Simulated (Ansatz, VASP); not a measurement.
Na4Pd: VASP beside Ansatz

INCAR

```
SYSTEM = Na4Pd
PREC = Accurate
ENCUT = 600
EDIFF = 1E-7
ISMEAR = 0
SIGMA = 0.1
LREAL = .False.
LASPH = .True.
NELM = 60
ALGO = Fast
ISIF = 3
LWAVE = .False.
LCHARG = .False.
GGA = PE
IBRION = 2
NSW = 90
EDIFFG = -0.04
```

The input KPOINTS:

```
regular mesh
0
Gamma
  4 4 4
  0 0 0
```

The input POSCAR:

```
Na4Pd
1.0
    4.7581295500      0.0000000000      0.0000000000
    0.0000000000      4.7581295500      0.0000000000
    0.0000000000      0.0000000000      4.7581295500
Na Pd
4 1
Direct
    0.5000000000      0.0000000000      0.0000000000
    0.0000000000      0.5000000000      0.0000000000
    0.0000000000      0.0000000000      0.5000000000
    0.5000000000      0.5000000000      0.5000000000
    0.0000000000      0.0000000000      0.0000000000
```

Input for Ansatz:

```yaml
crystal:
  lattice:
    - [4.75812955, 0.0, 0.0]
    - [0.0, 4.75812955, 0.0]
    - [0.0, 0.0, 4.75812955]
  atoms:
    - { symbol: Na, position: [0.5, 0.0, 0.0] }
    - { symbol: Na, position: [0.0, 0.5, 0.0] }
    - { symbol: Na, position: [0.0, 0.0, 0.5] }
    - { symbol: Na, position: [0.5, 0.5, 0.5] }
    - { symbol: Pd, position: [0.0, 0.0, 0.0] }
basis:
  ecutwfc: 420
kpoints:
  mp_grid: { grid: [4, 4, 4] }
hamiltonian:
  xc: pbe
scf:
  occupations: { method: gaussian, width: 0.1 }
  lower_state_search: "off"
output:
  forces: true
  stress: true
  eigenvalues: true
relax:
  adjacent_minimum: "off"
  f_tol: 0.04
  max_steps: 70
  cell: { stress_tol: 0.4 }
```

Alike in both runs: task relaxation of cell and atoms; functional PBE; k mesh 4 × 4 × 4; occupations gaussian, width 0.1 eV; no spin polarisation.

```csv
,VASP,Ansatz
version,VASP 6.6.1,Ansatz 0.2.0
potentials or method,"VASP PAW PBE potentials, release 64 (Na_pv, Pd), cutoff 600 eV","scalar-relativistic, plane waves, PAW"
valence electrons in the cell,38,54
```

```tsv
	VASP	Ansatz	Ansatz less VASP
gap on the k mesh at the Fermi level, each at its own relaxed structure (eV)	none	none	-
relaxed volume (Å³/atom)	34.75	34.47	-0.289
relaxed cell length with the largest relative difference (Å)	5.580	5.565	-0.0155
```

A gap of «none» marks a metal or a gap that the smearing closes. VASP's potentials hold 38 valence electrons a cell and Ansatz's 54, so a difference there can come from the potentials and not from the codes.

Noted on VASP's run: the volume moved by over 15 % at a fixed basis, so the end points are rough.
